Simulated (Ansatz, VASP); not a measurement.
# MgO: VASP beside Ansatz

File INCAR:

```
ALGO = Normal ; EDIFF = 1E-6
ENCUT = 520 ; ISIF = 2
ISMEAR = 0 ; LASPH = T
LCHARG = F ; LREAL = F
LWAVE = F ; NBANDS = 26
NELM = 80 ; PREC = Accurate
SIGMA = 0.05
```

The input KPOINTS:

```
k-points
0
Gamma
  6 6 6
```

Contents of POSCAR:

```
MgO
1.0
    4.1607146133      0.0000000000      0.0000000000
    0.0000000000     -4.1607146133      0.0000000000
    0.0000000000      0.0000000000     -4.1607146133
Mg O
4 4
Direct
   -0.0706985334      1.0706985334      1.0999828247
    0.5000000000      0.5000000000      1.0000000000
    0.5000000000      1.0000000000      0.5000000000
    0.0000000000      0.5000000000      0.5000000000
    0.5000000000      0.0000000000      0.0000000000
    0.0000000000      0.5000000000      0.0000000000
    0.0000000000      0.0000000000      0.5000000000
    0.5000000000      0.5000000000      0.5000000000
```

Input for Ansatz:

```yaml
crystal:
  lattice:
    - [4.1607146133, 0.0, 0.0]
    - [0.0, -4.1607146133, 0.0]
    - [0.0, 0.0, -4.1607146133]
  atoms:
    - { symbol: Mg, position: [-0.0706985334, 1.0706985334, 1.0999828247] }
    - { symbol: Mg, position: [0.5, 0.5, 1.0] }
    - { symbol: Mg, position: [0.5, 1.0, 0.5] }
    - { symbol: Mg, position: [0.0, 0.5, 0.5] }
    - { symbol: O, position: [0.5, 0.0, 0.0] }
    - { symbol: O, position: [0.0, 0.5, 0.0] }
    - { symbol: O, position: [0.0, 0.0, 0.5] }
    - { symbol: O, position: [0.5, 0.5, 0.5] }
basis:
  ecutwfc: 420
kpoints:
  mp_grid: { grid: [6, 6, 6] }
hamiltonian:
  xc: lda
  pseudopotentials: { kind: paw, azcp: { folder: soft_1 } }
scf:
  occupations: { method: gaussian, width: 0.05 }
output:
  forces: true
  stress: true
  eigenvalues: true
```

Alike in both runs: task single point; functional LDA; k mesh 6 × 6 × 6; occupations gaussian, width 0.05 eV; no spin polarisation.

```csv
,VASP,Ansatz
version,VASP 6.6.1,Ansatz 0.2.0
potentials or method,"VASP PAW LDA potentials, release 64 (Mg, O), cutoff 520 eV","scalar-relativistic, plane waves, PAW"
valence electrons in the cell,32,64
```

```tsv
	VASP	Ansatz	Ansatz less VASP
gap on the k mesh at the Fermi level (eV)	4.89	4.89	+0.002
least direct gap on the mesh (eV)	4.89	4.89	+0.002
pressure (GPa)	9.1	10.4	+1.28
traceless stress, the component that is largest in VASP (GPa)	6.15	5.79	-0.357
rms of the force components (eV/Å)	1.768	1.700	-0.0675
```

Ansatz warns that its potentials were made for another functional, while VASP's fit it. LDA's correlation is that of Perdew and Zunger in VASP and of Perdew and Wang (1992) in Ansatz. Atom by atom the forces differ by 0.072 eV/Å (rms over components). VASP's potentials hold 32 valence electrons a cell and Ansatz's 64, so a difference there can come from the potentials and not from the codes.
